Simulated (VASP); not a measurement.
Input of a VASP 6.6.1 run:

File INCAR:

```
PREC     = Accurate       # precision mode
ENCUT    = 520            # plane-wave cutoff, eV
EDIFF    = 1E-6           # SCF threshold, eV
ISMEAR   = 0              # smearing method
SIGMA    = 0.1            # smearing width, eV
LREAL    = False          # projectors in reciprocal space
LASPH    = True           # aspherical terms in the spheres
NELM     = 100            # most SCF steps
ALGO     = Normal         # electronic algorithm
ISIF     = 2              # what is computed and relaxed
LWAVE    = False          # write WAVECAR
LCHARG   = True           # write CHGCAR
LDIPOL   = True         
IDIPOL   = 3            
DIPOL    = 0.5 0.5 0.420
GGA      = PE             # functional
LELF     = True           # ELF
LVHAR    = True         
LVACPOTAV= True         
NBANDS   = 28             # bands
```

The input KPOINTS:

```
Automatic mesh
0
Gamma
  9 9 1
```

The input POSCAR:

```
Al9O
1.0
    2.8535431555      0.0000000000      0.0000000000
   -1.4267715777      2.4712408634      0.0000000000
    0.0000000000      0.0000000000     34.2605579378
Al O
9 1
Direct
    0.3333333333      0.6666666667      0.1167523310
    0.0000000000      0.0000000000      0.1852090283
    0.6666666667      0.3333333333      0.2536657256
    0.0000000000      0.0000000000      0.3221224229
    0.3333333333      0.6666666667      0.3899858424
    0.0000000000      0.0000000000      0.4578168570
    0.6666666667      0.3333333333      0.5268325032
    0.0000000000      0.0000000000      0.5950901729
    0.3333333333      0.6666666667      0.6643370484
    0.8333333333      1.0000000000      0.6927499246
```

Potentials or basis: VASP PAW PBE potentials, release 64 (Al, O).

Launch:

```bash
$ cat potpaw_PBE.64/Al/POTCAR potpaw_PBE.64/O/POTCAR > POTCAR
$ mpirun -np 1 vasp_std > vasp.out
```

(1) What does it give for the largest force?

## Answers

(1) 5.698 eV/Å.

Caveat: an odd number of electrons without spin polarisation forces a metal; a magnetic or distorted state may lie lower.
